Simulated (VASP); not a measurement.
Write the native input for VASP 6.6.1 that does the following.

- Task: single point
- Functional: PBE
- Potentials or basis: VASP PAW PBE potentials, release 64 (Ru_pv)
- Cutoff: 520 eV
- k mesh: 11 × 11 × 11
- Occupations: fermi-dirac, width 0.1 eV
- Spin: no spin polarisation
- Dipole correction: no
- Further INCAR settings: ALGO = Normal; EDIFF = 1e-06; NBANDS = 21

The structure of Ru lies in POSCAR:

```
Ru
1.0
    0.0000000000      2.8328616478      2.8328616478
    2.8328616478      0.0000000000      2.8328616478
    2.8328616478      2.8328616478      0.0000000000
Ru
2
Direct
    0.1250000000      0.1250000000      0.1250000000
    0.8750000000      0.8750000000      0.8750000000
```

This isn't the form of Ru at room conditions, which is hcp.

One way to write it, as run:

INCAR

```
ALGO = Normal
EDIFF = 1E-6
ENCUT = 520
GGA = PE
ISIF = 2
ISMEAR = -1
LASPH = True
LCHARG = True
LELF = True
LREAL = False
LVHAR = True
LWAVE = False
NBANDS = 21
NELM = 80
PREC = Accurate
SIGMA = 0.1
```

KPOINTS

```
k-points
0
Gamma
  11 11 11
```

Potentials or basis: VASP PAW PBE potentials, release 64 (Ru_pv).

The run is started by

```bash
$ cat potpaw_PBE.64/Ru_pv/POTCAR > POTCAR
$ mpirun -np 1 vasp_std > vasp.out
```

It gave:

* Pressure: -14.0 GPa
* Band gap on the k mesh: zero (bands 14 and 15 overlap by 0.73 eV)

Caveat: the cell stands under tension.

Wall time 66 s on 1 thread of AMD EPYC 7R43 64-Core Processor (Zen 3), with other jobs on the host, peak memory 0.15 GiB.
